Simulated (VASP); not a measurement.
# BaTiO3 in VASP: further runs

BaTiO3 is run at these levels: r2SCAN; tasks: single point.

Everything below comes from runs of VASP 6.6.1. Logs are shortened: lines on timing, memory, paths and dates and some standing lists are left out, and cuts for length are marked.

**1. The cell of the first run**

The structure is cubic, space group Pm-3m (No. 221). The conventional cell has a = 3.994 Å, b = 3.994 Å, c = 3.994 Å, α = 90.00°, β = 90.00°, γ = 90.00°. Within 3.7 Å of Ba (site symmetry m-3m) lie 12 O at 2.82 Å and 8 Ti at 3.46 Å. Within 2.6 Å of Ti (site symmetry m-3m) lie 6 O at 2.00 Å. Within 2.6 Å of O (site symmetry 4/mmm) lie 2 Ti at 2.00 Å.

**2. Single point, r2SCAN**

Contents of POSCAR:

```
BaTiO3
1.0
    3.9939696151      0.0000000000      0.0000000000
    0.0000000000      3.9939696151      0.0000000000
    0.0000000000      0.0000000000      3.9941038460
Ba Ti O
1 1 3
Direct
    0.0000000000      0.0000000000      0.0000000000
    0.5000000000      0.5000000000      0.5000000000
    0.5000000000      0.5000000000      0.0000000000
    0.5000000000      0.0000000000      0.5000000000
    0.0000000000      0.5000000000      0.5000000000
```

Contents of INCAR.step1:

```
SYSTEM = BaTiO3
PREC = Accurate
ENCUT = 520
ISMEAR = 0
SIGMA = 0.02
LREAL = .False.
LASPH = .True.
NELM = 100
NBANDS = 28
GGA = PE
ALGO = Normal
EDIFF = 1E-4
LWAVE = .True.
LCHARG = .False.
```

Contents of INCAR.step2:

```
SYSTEM = BaTiO3
PREC = Accurate
ENCUT = 520
EDIFF = 1E-6
ISMEAR = 0
SIGMA = 0.02
LREAL = .False.
LASPH = .True.
NELM = 100
ALGO = Normal
ISIF = 2
LWAVE = .False.
LCHARG = .True.
METAGGA = R2SCAN
LMIXTAU = .True.
LELF = .True.
LVHAR = .True.
NBANDS = 28
ISTART = 1
```

Contents of KPOINTS:

```
Automatic mesh
0
Gamma
  8 8 8
  0 0 0
```

Potentials or basis: VASP PAW PBE potentials, release 64 (Ba_sv, Ti_sv, O).

Started as:

```sh
$ cat potpaw_PBE.64/Ba_sv/POTCAR potpaw_PBE.64/Ti_sv/POTCAR potpaw_PBE.64/O/POTCAR > POTCAR
$ cp INCAR.step1 INCAR
$ mpirun -np 1 vasp_std > vasp.out
$ cp INCAR.step2 INCAR
$ mpirun -np 1 vasp_std > vasp.out
```

OUTCAR:

```text
SYSTEM = BaTiO3
   PREC = Accurate
   ENCUT = 520
   EDIFF = 1E-6
   ISMEAR = 0
   LREAL = .False.
   LASPH = .True.
   NELM = 100
   ISIF = 2
   METAGGA = R2SCAN
   ISTART = 1

 ion  position               nearest neighbor table
   1  0.000  0.000  0.000-   3 2.82   3 2.82   3 2.82   3 2.82   5 2.82   4 2.82   5 2.82   5 2.82
                             5 2.82   4 2.82   4 2.82   4 2.82   2 3.46   2 3.46   2 3.46   2 3.46
   2  0.500  0.500  0.500-   4 2.00   5 2.00   4 2.00   5 2.00   3 2.00   3 2.00   1 3.46   1 3.46
                             1 3.46   1 3.46   1 3.46   1 3.46   1 3.46   1 3.46
   3  0.500  0.500  0.000-   2 2.00   2 2.00   1 2.82   1 2.82   1 2.82   1 2.82
   4  0.500  0.000  0.500-   2 2.00   2 2.00   1 2.82   1 2.82   1 2.82   1 2.82
   5  0.000  0.500  0.500-   2 2.00   2 2.00   1 2.82   1 2.82   1 2.82   1 2.82

  LATTYP: Found a simple tetragonal cell.
 ALAT       =     3.9939696151
 C/A-ratio  =     1.0000336084

  Lattice vectors:

 A1 = (   3.9939696151,   0.0000000000,   0.0000000000)
 A2 = (   0.0000000000,   3.9939696151,   0.0000000000)
 A3 = (   0.0000000000,   0.0000000000,   3.9941038460)

Analysis of symmetry for initial positions (statically):
=====================================================================
 Subroutine PRICEL returns:
 Original cell was already a primitive cell.

 Routine SETGRP: Setting up the symmetry group for a
 simple tetragonal supercell.

 Subroutine GETGRP returns: Found 16 space group operations
 (whereof 16 operations were pure point group operations)
 out of a pool of 16 trial point group operations.

The static configuration has the point symmetry D_4h.

Analysis of symmetry for dynamics (positions and initial velocities):
=====================================================================
 Subroutine PRICEL returns:
 Original cell was already a primitive cell.

 Routine SETGRP: Setting up the symmetry group for a
 simple tetragonal supercell.

 Subroutine GETGRP returns: Found 16 space group operations
 (whereof 16 operations were pure point group operations)
 out of a pool of 16 trial point group operations.

The dynamic configuration has the point symmetry D_4h.

 Subroutine INISYM returns: Found 16 space group operations
 (whereof 16 operations are pure point group operations),
 and found     1 'primitive' translations

----------------------------------------------------------------------------------------

                                     Primitive cell

  volume of cell :      63.7131

  direct lattice vectors                    reciprocal lattice vectors
     3.993969615  0.000000000  0.000000000     0.250377468  0.000000000  0.000000000
     0.000000000  3.993969615  0.000000000     0.000000000  0.250377468  0.000000000
     0.000000000  0.000000000  3.994103846     0.000000000  0.000000000  0.250369054

  length of vectors
     3.993969615  3.993969615  3.994103846     0.250377468  0.250377468  0.250369054

  position of ions in fractional coordinates (direct lattice)
     0.000000000  0.000000000  0.000000000
     0.500000000  0.500000000  0.500000000
     0.500000000  0.500000000  0.000000000
     0.500000000  0.000000000  0.500000000
     0.000000000  0.500000000  0.500000000

  ion indices of the primitive-cell ions
   primitive index   ion index
                 1           1
                 2           2
                 3           3
                 4           4
                 5           5

----------------------------------------------------------------------------------------

 KPOINTS: Automatic mesh

Automatic generation of k-mesh.
 Grid dimensions read from file:
 generate k-points for:    8    8    8

 Generating k-lattice:

  Cartesian coordinates                     Fractional coordinates (reciprocal lattice)
     0.031297184  0.000000000  0.000000000     0.125000000  0.000000000  0.000000000
     0.000000000  0.031297184  0.000000000     0.000000000  0.125000000  0.000000000
     0.000000000  0.000000000  0.031296132     0.000000000  0.000000000  0.125000000

  Length of vectors
     0.031297184  0.031297184  0.031296132

  Shift w.r.t. Gamma in fractional coordinates (k-lattice)
     0.000000000  0.000000000  0.000000000

 Subroutine IBZKPT returns following result:
 ===========================================

 Found     75 irreducible k-points:

 Following reciprocal coordinates:
            Coordinates               Weight
  0.000000  0.000000  0.000000      1.000000
  0.125000  0.000000  0.000000      4.000000
  0.250000  0.000000  0.000000      4.000000
  0.375000  0.000000  0.000000      4.000000
  0.500000  0.000000  0.000000      2.000000
  0.125000  0.125000  0.000000      4.000000
[... 16 lines left out ...]
  0.375000  0.125000  0.125000     16.000000
  0.500000  0.125000  0.125000      8.000000
 [... further k-points ...]
   k-points           NKPTS =     75   k-points in BZ     NKDIM =     75   number of bands    NBANDS=     28
   number of dos      NEDOS =    301   number of ions     NIONS =      5
   total plane-waves  NPLWV =  27000
   dimension x,y,z NGX =    30 NGY =   30 NGZ =   30
   dimension x,y,z NGXF=    60 NGYF=   60 NGZF=   60
   ions per type =               1   1   3
   NGX,Y,Z   is equivalent  to a cutoff of  12.49, 12.49, 12.49 a.u.
   NGXF,Y,Z  is equivalent  to a cutoff of  24.97, 24.97, 24.97 a.u.
 SYSTEM =  BaTiO3
   PREC   = accura    normal or accurate (medium, high low for compatibility)
   ISTART =      1    job   : 0-new  1-cont  2-samecut
   ICHARG =      0    charge: 1-file 2-atom 10-const
   ISPIN  =      1    spin polarized calculation?
   LNONCOLLINEAR =      F non collinear calculations
   LSORBIT =      F    spin-orbit coupling
   LASPH  =      T    aspherical Exc in radial PAW
   ENCUT  =  520.0 eV  38.22 Ry    6.18 a.u.   7.43  7.43  7.43*2*pi/ulx,y,z
   NELM   =    100;   NELMIN=  2; NELMDL=  0     # of ELM steps
   EDIFF  = 0.1E-05   stopping-criterion for ELM
   LREAL  =      F    real-space projection
   EDIFFG = 0.1E-04   stopping-criterion for IOM
   NSW    =      0    number of steps for IOM
   IBRION =     -1    ionic relax: 0-MD 1-quasi-New 2-CG
   NFREE  =      0    steps in history (QN), initial steepest desc. (CG)
   ISIF   =      2    stress and relaxation
   ISYM   =      2    0-nonsym 1-usesym 2-fastsym
   POTIM  = 0.5000    time-step for ionic-motion
   TEBEG  =    0.0;   TEEND  =   0.0 temperature during run
   PSTRESS=    0.0 pullay stress
   NELECT =      40.0000    total number of electrons
   NUPDOWN=      -1.0000    fix difference up-down
   EMIN   =  10.00;   EMAX   =-10.00  energy-range for DOS
   EFERMI =   0.00;   METHOD = LEGACY
   ISMEAR =     0;   SIGMA  =   0.02  broadening in eV -4-tet -1-fermi 0-gaus
   EFERMI_NEDOS =   21; number of points for ismear=-14 and -15
   IALGO  =     38    algorithm
   IMIX   =      4    mixing-type and parameters
     AMIX     =   0.40;   BMIX     =  1.00
     AMIX_MAG =   1.60;   BMIX_MAG =  1.00
  volume/ion in A,a.u.               =      12.74        85.99
  Fermi-wavevector in a.u.,A,eV,Ry     =   1.401797  2.649013 26.735932  1.965036
  Thomas-Fermi vector in A             =   2.524623
   LORBIT       =      0    0 simple, 1 ext, 2 COOP (PROOUT), +10 PAW based schemes
   METAGGA = R2SCAN    functional components
   LHFCALC =     F    Hartree Fock is set to
   AEXX    =    0.0000 exact exchange contribution
   IVDW    =     0    specifies the selected vdW correction
   LEPSILON=     F    determine dielectric tensor
   LRPA    =     F    only Hartree local field effects (RPA)
 non-spin polarized calculation
 Gauss-broadening in eV      SIGMA  =   0.02
  energy-cutoff  :      520.00
  volume of cell :       63.71
 maximum number of plane-waves:      1747
 NGX is ok and might be reduce to    30
   NGX = 15   NGY = 15   NGZ = 15

 number of electron      39.9999976 magnetization

 Free energy of the ion-electron system (eV)
  ---------------------------------------------------
  ext. energy  EPLUGINS =         0.00000000
  ---------------------------------------------------
  free energy    TOTEN  =       -74.23044281 eV

  energy without entropy =      -74.23044281  energy(sigma->0) =      -74.23044281

 E-fermi :   3.7470     XC(G=0): -11.9557

 val. band max:        3.5813737891   @ k =   0.5000   0.5000   0.5000
 cond. band min:       5.7311529343   @ k =   0.0000   0.0000   0.0000
 fundamental gap:      2.1497791451
 Fermi energy:         3.7469866987

 k-point     1 :       0.0000    0.0000    0.0000
  band No.  band energies     occupation
      1     -55.2711      2.00000
      2     -30.4328      2.00000
      3     -30.4328      2.00000
      4     -30.4328      2.00000
      5     -21.8752      2.00000
      6     -14.2935      2.00000
[... 20 lines left out ...]
     27       9.1912      0.00000
     28      11.9661      0.00000

 k-point     2 :       0.1250    0.0000    0.0000
  band No.  band energies     occupation
      1     -55.2709      2.00000
      2     -30.4416      2.00000
      3     -30.4325      2.00000
      4     -30.4325      2.00000
      5     -21.8560      2.00000
      6     -14.3021      2.00000
[... 20 lines left out ...]
     27       9.5100      0.00000
     28      12.3429      0.00000

 k-point     3 :       0.2500    0.0000    0.0000
  band No.  band energies     occupation
      1     -55.2705      2.00000
      2     -30.4628      2.00000
      3     -30.4318      2.00000
      4     -30.4317      2.00000
      5     -21.8091      2.00000
      6     -14.3723      2.00000
[... 20 lines left out ...]
     27      10.3562      0.00000
     28      12.6558      0.00000

 k-point     4 :       0.3750    0.0000    0.0000
  band No.  band energies     occupation
      1     -55.2701      2.00000
      2     -30.4838      2.00000
      3     -30.4310      2.00000
      4     -30.4310      2.00000
      5     -21.7610      2.00000
      6     -14.4830      2.00000
[... 578 lines left out ...]
     27      10.8397      0.00000
     28      12.7305      0.00000

 k-point    23 :       0.3750    0.1250    0.1250
  band No.  band energies     occupation
      1     -55.2697      2.00000
      2     -30.4829      2.00000
      3     -30.4394      2.00000
      4     -30.4392      2.00000
      5     -21.7350      2.00000
      6     -14.3520      2.00000
[... 20 lines left out ...]
     27      11.7987      0.00000
     28      12.9782      0.00000

 k-point    24 :       0.5000    0.1250    0.1250
  band No.  band energies     occupation
      1     -55.2696      2.00000
      2     -30.4915      2.00000
      3     -30.4391      2.00000
      4     -30.4389      2.00000
      5     -21.7169      2.00000
      6     -14.3888      2.00000
[... 20 lines left out ...]
     27      12.2135      0.00000
     28      13.1017      0.00000

 [... further k-points ...]

------------------------ aborting loop because EDIFF is reached ----------------------------------------

  FORCE on cell =-STRESS in cart. coord.  units (eV):
  Direction    XX          YY          ZZ          XY          YZ          ZX
  --------------------------------------------------------------------------------------
  -------------------------------------------------------------------------------------
  Total        0.7911241      0.7911241      0.7882114      0.0000000     -0.0000000      0.0000000
  in kB       19.8941932     19.8941932     19.8209483      0.0000000     -0.0000000      0.0000000
  external PRESSURE =      19.8697783 kB  Pullay stress =       0.0000000 kB

 VOLUME and BASIS-vectors are now :
 -----------------------------------------------------------------------------
  energy-cutoff  :      520.00
  volume of cell :       63.71
      direct lattice vectors                 reciprocal lattice vectors
     3.993969615  0.000000000  0.000000000     0.250377468  0.000000000  0.000000000
     0.000000000  3.993969615  0.000000000     0.000000000  0.250377468  0.000000000
     0.000000000  0.000000000  3.994103846     0.000000000  0.000000000  0.250369054

 POSITION                                       TOTAL-FORCE (eV/Angst)
 -----------------------------------------------------------------------------------
      0.00000      0.00000      0.00000         0.000000      0.000000      0.000000
      1.99698      1.99698      1.99705         0.000000      0.000000      0.000000
      1.99698      1.99698      0.00000         0.000000      0.000000      0.000000
      1.99698      0.00000      1.99705         0.000000      0.000000      0.000000
      0.00000      1.99698      1.99705         0.000000      0.000000      0.000000
 -----------------------------------------------------------------------------------
    total drift:                                0.000000      0.000000     -0.000000

  FREE ENERGIE OF THE ION-ELECTRON SYSTEM (eV)
  ---------------------------------------------------
  free  energy   TOTEN  =       -74.2304428084 eV

  energy  without entropy=      -74.2304428084  energy(sigma->0) =      -74.23044281
```

It took 4.5 min on 1 thread of Intel Xeon Platinum 8488C (Sapphire Rapids), shared host; peak memory 0.26 GiB.

What came out:

| Property | Result |
| --- | --- |
| Free energy | -74.2304 eV |
| Pressure | 2.0 GPa |
| Band gap on the k mesh | 2.15 eV, indirect (least direct gap 2.30 eV) |

Levels at points of the mesh, in eV from the valence-band top:
| k point | band 17 | band 18 | band 19 | band 20 | band 21 | band 22 | band 23 | band 24 |
| --- | --- | --- | --- | --- | --- | --- | --- | --- |
| (0.00, 0.00, 0.00) | -1.14 | -0.15 | -0.15 | -0.15 | 2.15 | 2.15 | 2.15 | 4.21 |
| (0.50, 0.00, 0.00) | -1.83 | -1.83 | -0.75 | -0.75 | 2.30 | 3.88 | 3.88 | 4.22 |
| (0.50, 0.50, 0.00) | -1.78 | -0.88 | -0.88 | -0.09 | 3.89 | 3.89 | 4.34 | 5.14 |
| (0.00, 0.00, 0.50) | -1.83 | -1.83 | -0.75 | -0.75 | 2.30 | 3.88 | 3.88 | 4.22 |
| (0.50, 0.00, 0.50) | -1.78 | -0.88 | -0.88 | -0.09 | 3.89 | 3.89 | 4.34 | 5.14 |
| (0.50, 0.50, 0.50) | -2.42 | 0.00 | 0.00 | 0.00 | 4.59 | 4.59 | 4.59 | 7.44 |

Caveat: the PAW data sets were made with another functional, which shifts forces and pressure a little; spin-orbit coupling is left out, which moves the levels of the heavy elements.

[end of part 1 of 2]
